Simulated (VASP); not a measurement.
Set up this calculation in VASP 6.6.1, as the native input.

- Task: single point
- Functional: PBE-based screened hybrid with 25 % exact exchange
- Potentials or basis: VASP PAW PBE potentials, release 64 (Al)
- Cutoff: 520 eV
- k mesh: 4 × 4 × 5
- Occupations: fermi-dirac, width 0.05 eV
- Spin: no spin polarisation
- Dipole correction: no
- Grid for exact exchange (PRECFOCK): Normal
- Share of exact exchange: 0.25
- Further INCAR settings: ALGO = Normal; EDIFF = 1e-06; NBANDS = 10
- Screening parameter: 0.3 1/Å

Al:

```xyz
2
Lattice="4.5467 0.0000 0.0000 -2.2734 3.9376 0.0000 0.0000 0.0000 2.7539" Properties=species:S:1:pos:R:3 pbc="T T T"
Al    0.0000    2.6251    1.3770
Al    2.2734    1.3125    1.3770
```

This isn't the form of Al at room conditions, which is fcc.

The input as run:

POSCAR

```
Al
1.0
    4.5467300000      0.0000000000      0.0000000000
   -2.2733700000      3.9375800000      0.0000000000
    0.0000000000      0.0000000000      2.7539300000
Al
2
Direct
    0.3333300000      0.6666700000      0.5000000000
    0.6666700000      0.3333300000      0.5000000000
```

INCAR.step1

```
ALGO = Normal ; EDIFF = 1E-5
ENCUT = 520 ; GGA = PE
ISIF = 2 ; ISMEAR = -1
LASPH = T ; LREAL = F
LWAVE = T ; NBANDS = 10
NELM = 60 ; PREC = Accurate
SIGMA = 0.05
```

INCAR.step2

```
AEXX = 0.25 ; ALGO = Normal
EDIFF = 1E-6 ; ENCUT = 520
GGA = PE ; HFSCREEN = 0.3
ISIF = 2 ; ISMEAR = -1
ISTART = 1 ; LASPH = T
LCHARG = T ; LELF = T
LHFCALC = T ; LREAL = F
LVHAR = T ; LWAVE = F
NBANDS = 10 ; NELM = 60
PREC = Accurate ; PRECFOCK = Normal
SIGMA = 0.05
```

KPOINTS

```
k-points
0
Gamma
  4 4 5
```

Potentials or basis: VASP PAW PBE potentials, release 64 (Al).

Run with:

```console
$ cat potpaw_PBE.64/Al/POTCAR > POTCAR
$ cp INCAR.step1 INCAR
$ mpirun -np 1 vasp_std > vasp.out
$ cp INCAR.step2 INCAR
$ mpirun -np 1 vasp_std > vasp.out
```

It gave:

- Pressure: 0.3 GPa
- Band gap on the k mesh: zero (bands 3 and 4 overlap by 2.30 eV)

Caveat: the k points lie up to 0.46 Å⁻¹ apart, too coarse for converged energies and pressures of a metal; the PAW data sets were made with another functional, which shifts forces and pressure a little.

Run time: 3.3 min on 1 thread of AMD EPYC 7R13 Processor (Zen 3), with other jobs on the host, peak memory 0.23 GiB.
